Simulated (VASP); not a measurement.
# PbS (Cm) in VASP: further runs

Runs on PbS. Level: r2SCAN. Tasks: single point.

All numbers are computed with VASP 6.6.1; they aren't measurements. Logs are shortened: lines on timing, memory, paths and dates and some standing lists are left out, and cuts for length are marked.

## (1) The cell of the first run

The typed cell holds 2 atoms: a = 4.191 Å, b = 4.191 Å, c = 4.201 Å, α = 59.92°, β = 59.92°, γ = 59.51°.

## (2) Single point, r2SCAN (uniaxial x strain -1.0%)

POSCAR

```
PbS
1.0
    2.0799259499      1.2127305666      3.4301898177
   -2.0799259499      1.2127305666      3.4301898177
    0.0000000000     -2.4254611333      3.4301898176
Pb S
1 1
Direct
    0.9781436759      0.9781436759      0.9781436759
    0.4774576541      0.4774576541      0.4774576541
```

INCAR.step1

```
PREC     = Accurate       # precision mode
ENCUT    = 520            # plane-wave cutoff, eV
ISMEAR   = 0              # smearing method
SIGMA    = 0.01           # smearing width, eV
LREAL    = False          # projectors in reciprocal space
LASPH    = True           # aspherical terms in the spheres
NELM     = 100            # most SCF steps
NBANDS   = 17             # bands
GGA      = PE             # functional
ALGO     = Normal         # electronic algorithm
EDIFF    = 1E-4           # SCF threshold, eV
LWAVE    = True           # write WAVECAR
LCHARG   = False          # write CHGCAR
```

INCAR.step2

```
PREC     = Accurate       # precision mode
ENCUT    = 520            # plane-wave cutoff, eV
EDIFF    = 1E-7           # SCF threshold, eV
ISMEAR   = 0              # smearing method
SIGMA    = 0.01           # smearing width, eV
LREAL    = False          # projectors in reciprocal space
LASPH    = True           # aspherical terms in the spheres
NELM     = 100            # most SCF steps
ALGO     = Normal         # electronic algorithm
ISIF     = 2              # what is computed and relaxed
LWAVE    = False          # write WAVECAR
LCHARG   = True           # write CHGCAR
METAGGA  = R2SCAN         # meta-GGA
LMIXTAU  = True         
LELF     = True           # ELF
LVHAR    = True         
NBANDS   = 17             # bands
ISTART   = 1
```

KPOINTS

```
Automatic mesh
0
Gamma
  8 8 8
```

Potentials or basis: VASP PAW PBE potentials, release 64 (Pb_d, S).

On the command line:

```bash
$ cat potpaw_PBE.64/Pb_d/POTCAR potpaw_PBE.64/S/POTCAR > POTCAR
$ cp INCAR.step1 INCAR
$ mpirun -np 1 vasp_std > vasp.out
$ cp INCAR.step2 INCAR
$ mpirun -np 1 vasp_std > vasp.out
```

OUTCAR:

```text
PREC = Accurate
   ENCUT = 520
   EDIFF = 1E-7
   ISMEAR = 0
   LREAL = False
   LASPH = True
   NELM = 100
   ISIF = 2
   METAGGA = R2SCAN
   ISTART = 1

 ion  position               nearest neighbor table
   1  0.978  0.978  0.978-   2 2.95   2 2.95   2 2.96   2 2.96   2 2.97   2 2.97
   2  0.477  0.477  0.477-   1 2.95   1 2.95   1 2.96   1 2.96   1 2.97   1 2.97

  LATTYP: Found a base centered monoclinic cell.
 ALAT       =     7.2763833998
 B/A-ratio  =     0.5716922365
 C/A-ratio  =     0.5773581003
 COS(beta)  =    -0.5773424382

  Lattice vectors:

 A1 = (   2.0799259499,   3.6381916999,   0.0000000001)
 A2 = (  -2.0799259499,   3.6381916999,   0.0000000001)
 A3 = (   0.0000000000,  -2.4254611333,   3.4301898176)

Analysis of symmetry for initial positions (statically):
=====================================================================
 Subroutine PRICEL returns:
 Original cell was already a primitive cell.

 Routine SETGRP: Setting up the symmetry group for a
 base centered monoclinic supercell.

 Subroutine GETGRP returns: Found  2 space group operations
 (whereof  2 operations were pure point group operations)
 out of a pool of  4 trial point group operations.

The static configuration has the point symmetry C_1h.

Analysis of symmetry for dynamics (positions and initial velocities):
=====================================================================
 Subroutine PRICEL returns:
 Original cell was already a primitive cell.

 Routine SETGRP: Setting up the symmetry group for a
 base centered monoclinic supercell.

 Subroutine GETGRP returns: Found  2 space group operations
 (whereof  2 operations were pure point group operations)
 out of a pool of  4 trial point group operations.

The dynamic configuration has the point symmetry C_1h.

 Subroutine INISYM returns: Found  2 space group operations
 (whereof  2 operations are pure point group operations),
 and found     1 'primitive' translations

----------------------------------------------------------------------------------------

                                     Primitive cell

  volume of cell :      51.9137

  direct lattice vectors                    reciprocal lattice vectors
     2.079925950  1.212730567  3.430189818     0.240393174  0.137430911  0.097176352
    -2.079925950  1.212730567  3.430189818    -0.240393174  0.137430911  0.097176352
     0.000000000 -2.425461133  3.430189818     0.000000000 -0.274861822  0.097176352

  length of vectors
     4.190824450  4.190824450  4.201078896     0.293461031  0.293461031  0.291534328

  position of ions in fractional coordinates (direct lattice)
     0.978143676  0.978143676  0.978143676
     0.477457654  0.477457654  0.477457654

  ion indices of the primitive-cell ions
   primitive index   ion index
                 1           1
                 2           2

----------------------------------------------------------------------------------------

 KPOINTS: Automatic mesh

Automatic generation of k-mesh.
 Grid dimensions read from file:
 generate k-points for:    8    8    8

 Generating k-lattice:

  Cartesian coordinates                     Fractional coordinates (reciprocal lattice)
     0.030049147  0.017178864  0.012147044     0.125000000  0.000000000  0.000000000
    -0.030049147  0.017178864  0.012147044     0.000000000  0.125000000  0.000000000
     0.000000000 -0.034357728  0.012147044    -0.000000000 -0.000000000  0.125000000

  Length of vectors
     0.036682629  0.036682629  0.036441791

  Shift w.r.t. Gamma in fractional coordinates (k-lattice)
     0.000000000  0.000000000  0.000000000

 Subroutine IBZKPT returns following result:
 ===========================================

 Found    150 irreducible k-points:

 Following reciprocal coordinates:
            Coordinates               Weight
  0.000000  0.000000  0.000000      1.000000
  0.125000  0.000000 -0.000000      4.000000
  0.250000  0.000000 -0.000000      4.000000
  0.375000  0.000000 -0.000000      4.000000
  0.500000  0.000000 -0.000000      2.000000
  0.125000  0.125000 -0.000000      2.000000
[... 16 lines left out ...]
  0.125000  0.000000  0.125000      4.000000
  0.250000  0.000000  0.125000      4.000000
 [... further k-points ...]
   k-points           NKPTS =    150   k-points in BZ     NKDIM =    150   number of bands    NBANDS=     17
   number of dos      NEDOS =    301   number of ions     NIONS =      2
   total plane-waves  NPLWV =  32768
   dimension x,y,z NGX =    32 NGY =   32 NGZ =   32
   dimension x,y,z NGXF=    64 NGYF=   64 NGZF=   64
   ions per type =               1   1
   NGX,Y,Z   is equivalent  to a cutoff of  12.69, 12.69, 12.66 a.u.
   NGXF,Y,Z  is equivalent  to a cutoff of  25.39, 25.39, 25.33 a.u.
 SYSTEM =  unknown system
   PREC   = accura    normal or accurate (medium, high low for compatibility)
   ISTART =      1    job   : 0-new  1-cont  2-samecut
   ICHARG =      0    charge: 1-file 2-atom 10-const
   ISPIN  =      1    spin polarized calculation?
   LNONCOLLINEAR =      F non collinear calculations
   LSORBIT =      F    spin-orbit coupling
   LASPH  =      T    aspherical Exc in radial PAW
   ENCUT  =  520.0 eV  38.22 Ry    6.18 a.u.   7.79  7.79  7.81*2*pi/ulx,y,z
   NELM   =    100;   NELMIN=  2; NELMDL=  0     # of ELM steps
   EDIFF  = 0.1E-06   stopping-criterion for ELM
   LREAL  =      F    real-space projection
   EDIFFG = 0.1E-05   stopping-criterion for IOM
   NSW    =      0    number of steps for IOM
   IBRION =     -1    ionic relax: 0-MD 1-quasi-New 2-CG
   NFREE  =      0    steps in history (QN), initial steepest desc. (CG)
   ISIF   =      2    stress and relaxation
   ISYM   =      2    0-nonsym 1-usesym 2-fastsym
   POTIM  = 0.5000    time-step for ionic-motion
   TEBEG  =    0.0;   TEEND  =   0.0 temperature during run
   PSTRESS=    0.0 pullay stress
   NELECT =      20.0000    total number of electrons
   NUPDOWN=      -1.0000    fix difference up-down
   EMIN   =  10.00;   EMAX   =-10.00  energy-range for DOS
   EFERMI =   0.00;   METHOD = LEGACY
   ISMEAR =     0;   SIGMA  =   0.01  broadening in eV -4-tet -1-fermi 0-gaus
   EFERMI_NEDOS =   21; number of points for ismear=-14 and -15
   IALGO  =     38    algorithm
   IMIX   =      4    mixing-type and parameters
     AMIX     =   0.40;   BMIX     =  1.00
     AMIX_MAG =   1.60;   BMIX_MAG =  1.00
  volume/ion in A,a.u.               =      25.96       175.17
  Fermi-wavevector in a.u.,A,eV,Ry     =   1.191217  2.251074 19.306646  1.418998
  Thomas-Fermi vector in A             =   2.327284
   LORBIT       =      0    0 simple, 1 ext, 2 COOP (PROOUT), +10 PAW based schemes
   METAGGA = R2SCAN    functional components
   LHFCALC =     F    Hartree Fock is set to
   AEXX    =    0.0000 exact exchange contribution
   IVDW    =     0    specifies the selected vdW correction
   LEPSILON=     F    determine dielectric tensor
   LRPA    =     F    only Hartree local field effects (RPA)
 non-spin polarized calculation
 Gauss-broadening in eV      SIGMA  =   0.01
  energy-cutoff  :      520.00
  volume of cell :       51.91
 maximum number of plane-waves:      1411
   NGX = 15   NGY = 15   NGZ = 15

 number of electron      20.0000003 magnetization

 Free energy of the ion-electron system (eV)
  ---------------------------------------------------
  ext. energy  EPLUGINS =         0.00000000
  ---------------------------------------------------
  free energy    TOTEN  =       -65.60415580 eV

  energy without entropy =      -65.60415580  energy(sigma->0) =      -65.60415580

 E-fermi :   5.8950     XC(G=0): -10.2805

 val. band max:        5.8049132459   @ k =   0.0000   0.0000   0.5000
 cond. band min:       6.3563359077   @ k =   0.5000   0.0000  -0.0000
 fundamental gap:      0.5514226618
 Fermi energy:         5.8950094559

 k-point     1 :       0.0000    0.0000    0.0000
  band No.  band energies     occupation
      1     -11.6926      2.00000
      2     -11.6916      2.00000
      3     -11.6916      2.00000
      4     -11.6772      2.00000
      5     -11.6743      2.00000
      6      -8.4938      2.00000
[... 9 lines left out ...]
     16      12.9687      0.00000
     17      14.8210      0.00000

 k-point     2 :       0.1250    0.0000   -0.0000
  band No.  band energies     occupation
      1     -11.6921      2.00000
      2     -11.6887      2.00000
      3     -11.6868      2.00000
      4     -11.6797      2.00000
      5     -11.6758      2.00000
      6      -8.3559      2.00000
[... 9 lines left out ...]
     16      13.2980      0.00000
     17      16.1115      0.00000

 k-point     3 :       0.2500    0.0000   -0.0000
  band No.  band energies     occupation
      1     -11.6964      2.00000
      2     -11.6963      2.00000
      3     -11.6896      2.00000
      4     -11.6660      2.00000
      5     -11.6644      2.00000
      6      -7.9745      2.00000
[... 9 lines left out ...]
     16      14.2000      0.00000
     17      18.2466      0.00000

 k-point     4 :       0.3750    0.0000   -0.0000
  band No.  band energies     occupation
      1     -11.7081      2.00000
      2     -11.7073      2.00000
      3     -11.6895      2.00000
      4     -11.6489      2.00000
      5     -11.6488      2.00000
      6      -7.4837      2.00000
[... 9 lines left out ...]
     16      15.4941      0.00000
     17      18.1912      0.00000
[... 343 lines left out ...]
      1     -11.6917      2.00000
      2     -11.6903      2.00000
      3     -11.6896      2.00000
      4     -11.6760      2.00000
      5     -11.6756      2.00000
      6      -8.3575      2.00000
[... 9 lines left out ...]
     16      13.3471      0.00000
     17      16.0681      0.00000

 k-point    23 :       0.1250    0.0000    0.1250
  band No.  band energies     occupation
      1     -11.6960      2.00000
      2     -11.6896      2.00000
      3     -11.6836      2.00000
      4     -11.6822      2.00000
      5     -11.6725      2.00000
      6      -8.3075      2.00000
[... 9 lines left out ...]
     16      14.0883      0.00000
     17      15.5141      0.00000

 k-point    24 :       0.2500    0.0000    0.1250
  band No.  band energies     occupation
      1     -11.7079      2.00000
      2     -11.6962      2.00000
      3     -11.6821      2.00000
      4     -11.6720      2.00000
      5     -11.6627      2.00000
      6      -7.9987      2.00000
[... 9 lines left out ...]
     16      14.9284      0.00000
     17      16.8319      0.00000

 [... further k-points ...]
[... 5 lines left out ...]
  --------------------------------------------------------------------------------------
  -------------------------------------------------------------------------------------
  Total        0.6596367      0.4282402      0.4795220      0.0000000     -0.0722787      0.0000000
  in kB       20.3579391     13.2164995     14.7991761      0.0000000     -2.2306895      0.0000000
  external PRESSURE =      16.1245382 kB  Pullay stress =       0.0000000 kB

 VOLUME and BASIS-vectors are now :
 -----------------------------------------------------------------------------
  energy-cutoff  :      520.00
  volume of cell :       51.91
      direct lattice vectors                 reciprocal lattice vectors
     2.079925950  1.212730567  3.430189818     0.240393174  0.137430911  0.097176352
    -2.079925950  1.212730567  3.430189818    -0.240393174  0.137430911  0.097176352
     0.000000000 -2.425461133  3.430189818     0.000000000 -0.274861822  0.097176352

 POSITION                                       TOTAL-FORCE (eV/Angst)
 -----------------------------------------------------------------------------------
      0.00000     -0.00000     10.06566         0.000000      0.000285     -0.003020
      0.00000     -0.00000      4.91331         0.000000     -0.000285      0.003020
 -----------------------------------------------------------------------------------
    total drift:                               -0.000000     -0.000046     -0.000017

  FREE ENERGIE OF THE ION-ELECTRON SYSTEM (eV)
  ---------------------------------------------------
  free  energy   TOTEN  =       -65.6041557980 eV

  energy  without entropy=      -65.6041557980  energy(sigma->0) =      -65.60415580
```

Run time: 2.9 min. Hardware: 1 thread of Intel Xeon 6975P-C (Granite Rapids), shared host; peak memory 0.28 GiB.

Results:

```
Free energy            : -65.6042 eV
Pressure               : 1.6 GPa
Largest force          : 0.003 eV/Å
Band gap on the k mesh : 0.55 eV (least direct gap 0.59 eV)
```

Forces on the atoms (eV/Å):
```
Pb   0.000  0.000 -0.003
S    0.000  0.000  0.003
```

Stress tensor (GPa, compression positive):
```
 2.04  0.00  0.00
 0.00  1.32 -0.22
 0.00 -0.22  1.48
```

Levels at points of the mesh, in eV from the valence-band top:
| k point | band 8 | band 9 | band 10 | band 11 | band 12 | band 13 |
| --- | --- | --- | --- | --- | --- | --- |
| (0.00, 0.00, 0.00) | -2.45 | -2.37 | -2.37 | 5.46 | 5.57 | 5.58 |
| (0.50, 0.00, 0.00) | -2.00 | -1.99 | -0.04 | 0.55 | 2.11 | 2.11 |
| (0.50, 0.50, 0.00) | -5.46 | -3.73 | -3.63 | 4.11 | 5.95 | 6.09 |
| (0.00, 0.00, 0.50) | -1.99 | -1.96 | 0.00 | 0.61 | 2.14 | 2.19 |
| (0.50, 0.00, 0.50) | -5.47 | -3.72 | -3.66 | 4.08 | 5.98 | 6.01 |
| (0.50, 0.50, 0.50) | -1.99 | -1.96 | 0.00 | 0.61 | 2.14 | 2.19 |

Caveat: the cell differs from its parent crystal (uniaxial x strain -1.0%); the PAW data sets were made with another functional, which shifts forces and pressure a little; spin-orbit coupling is left out, which moves the levels of the heavy elements. A k mesh can miss the band edges.

## (3) Single point, r2SCAN (uniaxial y strain +0.7%)

POSCAR

```
PbS
1.0
    2.1005109573      1.2207345883      3.4301898177
   -2.1005109573      1.2207345883      3.4301898177
    0.0000000000     -2.4414691768      3.4301898176
Pb S
1 1
Direct
    0.9781436759      0.9781436759      0.9781436759
    0.4774576541      0.4774576541      0.4774576541
```

INCAR.step1

```
SYSTEM = PbS
  ALGO = Normal
  EDIFF = 1E-4
  ENCUT = 520
  GGA = PE
  ISMEAR = 0
  LASPH = .TRUE.
  LCHARG = .FALSE.
  LREAL = .FALSE.
  LWAVE = .TRUE.
  NBANDS = 17
  NELM = 100
  PREC = Accurate
  SIGMA = 0.01
```

INCAR.step2

```
SYSTEM = PbS
  ALGO = Normal
  EDIFF = 1E-7
  ENCUT = 520
  ISIF = 2
  ISMEAR = 0
  ISTART = 1
  LASPH = .TRUE.
  LCHARG = .FALSE.
  LMIXTAU = .TRUE.
  LREAL = .FALSE.
  LWAVE = .FALSE.
  METAGGA = R2SCAN
  NBANDS = 17
  NELM = 100
  PREC = Accurate
  SIGMA = 0.01
```

KPOINTS

```
k-points
0
G
  8 8 8
  0 0 0
```

Potentials or basis: VASP PAW PBE potentials, release 64 (Pb_d, S).

On the command line:

```bash
$ cat potpaw_PBE.64/Pb_d/POTCAR potpaw_PBE.64/S/POTCAR > POTCAR
$ cp INCAR.step1 INCAR
$ mpirun -np 1 vasp_std > vasp.out
$ cp INCAR.step2 INCAR
$ mpirun -np 1 vasp_std > vasp.out
```

OUTCAR:

```text
SYSTEM = PbS
   EDIFF = 1E-7
   ENCUT = 520
   ISIF = 2
   ISMEAR = 0
   ISTART = 1
   LASPH = .TRUE.
   LREAL = .FALSE.
   METAGGA = R2SCAN
   NELM = 100
   PREC = Accurate

 ion  position               nearest neighbor table
   1  0.978  0.978  0.978-   2 2.97   2 2.97   2 2.98   2 2.98   2 2.98   2 2.99
   2  0.477  0.477  0.477-   1 2.97   1 2.97   1 2.98   1 2.98   1 2.98   1 2.99

  LATTYP: Found a base centered monoclinic cell.
 ALAT       =     7.2818665521
 B/A-ratio  =     0.5769155318
 C/A-ratio  =     0.5781953401
 COS(beta)  =    -0.5731286201

  Lattice vectors:

[... 652 lines left out ...]
      6      -8.0796      2.00000
[... 9 lines left out ...]
     16      14.7416      0.00000
     17      16.6230      0.00000

 [... further k-points ...]
[... 5 lines left out ...]
  --------------------------------------------------------------------------------------
  -------------------------------------------------------------------------------------
  Total        0.2520939      0.1009490      0.2209522      0.0000000     -0.0435148      0.0000000
  in kB        7.6534499      3.0647639      6.7080049      0.0000000     -1.3210872      0.0000000
  external PRESSURE =       5.8087395 kB  Pullay stress =       0.0000000 kB

 VOLUME and BASIS-vectors are now :
 -----------------------------------------------------------------------------
  energy-cutoff  :      520.00
  volume of cell :       52.77
      direct lattice vectors                 reciprocal lattice vectors
     2.100510957  1.220734588  3.430189818     0.238037321  0.136529814  0.097176352
    -2.100510957  1.220734588  3.430189818    -0.238037321  0.136529814  0.097176352
     0.000000000 -2.441469177  3.430189818     0.000000000 -0.273059629  0.097176352

 POSITION                                       TOTAL-FORCE (eV/Angst)
 -----------------------------------------------------------------------------------
      0.00000     -0.00000     10.06566         0.000000      0.000146     -0.002127
      0.00000     -0.00000      4.91331         0.000000     -0.000146      0.002127
 -----------------------------------------------------------------------------------
    total drift:                               -0.000000     -0.000071      0.000117

  FREE ENERGIE OF THE ION-ELECTRON SYSTEM (eV)
  ---------------------------------------------------
  free  energy   TOTEN  =       -65.6107434079 eV

  energy  without entropy=      -65.6107434079  energy(sigma->0) =      -65.61074341
```

OUTCAR.step1:

```text
SYSTEM = PbS
   EDIFF = 1E-4
   ENCUT = 520
   GGA = PE
   ISMEAR = 0
   LASPH = .TRUE.
   LREAL = .FALSE.
[... 703 lines left out ...]
      0.00000     -0.00000     10.06566         0.000000      0.000182     -0.002782
      0.00000     -0.00000      4.91331         0.000000     -0.000182      0.002782
 -----------------------------------------------------------------------------------
    total drift:                               -0.000000     -0.000069      0.000148

  FREE ENERGIE OF THE ION-ELECTRON SYSTEM (eV)
  ---------------------------------------------------
  free  energy   TOTEN  =        -8.7627956188 eV

  energy  without entropy=       -8.7627956188  energy(sigma->0) =       -8.76279562
```

OSZICAR.step1:

```text
N       E                     dE             d eps       ncg     rms          rms(c)
DAV:   1     0.155150703159E+03    0.15515E+03   -0.93289E+03  5100   0.127E+03
DAV:   2     0.317934862816E+01   -0.15197E+03   -0.14604E+03  5421   0.314E+02
DAV:   3    -0.894031464478E+01   -0.12120E+02   -0.12026E+02  6632   0.915E+01
DAV:   4    -0.924495275760E+01   -0.30464E+00   -0.30432E+00  6549   0.159E+01
DAV:   5    -0.925551410381E+01   -0.10561E-01   -0.10561E-01  7592   0.294E+00    0.455E+00
DAV:   6    -0.875862772760E+01    0.49689E+00   -0.14215E+00  8045   0.800E+00    0.319E+00
DAV:   7    -0.875940105216E+01   -0.77332E-03   -0.14310E-01  6034   0.189E+00    0.185E+00
DAV:   8    -0.876311396343E+01   -0.37129E-02   -0.16561E-02  6099   0.138E+00    0.280E-01
DAV:   9    -0.876259952134E+01    0.51444E-03   -0.35156E-03  8145   0.517E-01    0.843E-02
DAV:  10    -0.876278860166E+01   -0.18908E-03   -0.37675E-04  5765   0.113E-01    0.569E-02
DAV:  11    -0.876279561877E+01   -0.70171E-05   -0.58941E-05  5157   0.858E-02
   1 F= -.87627956E+01 E0= -.87627956E+01  d E =-.513265E-71
```

Wall time 2.8 min (1 thread of Intel Xeon 6975P-C (Granite Rapids), shared host); peak memory 0.27 GiB.

What came out:

```
Free energy            : -65.6107 eV
Pressure               : 0.6 GPa
Band gap on the k mesh : 0.62 eV (least direct gap 0.66 eV)
```

Forces in eV/Å, atoms in the order of the input:
```
Pb   0.000  0.000 -0.002
S    0.000  0.000  0.002
```

Caveat: the cell differs from its parent crystal (uniaxial y strain +0.7%); the PAW data sets were made with another functional, which shifts forces and pressure a little; spin-orbit coupling is left out, which moves the levels of the heavy elements. A k mesh can miss the band edges.
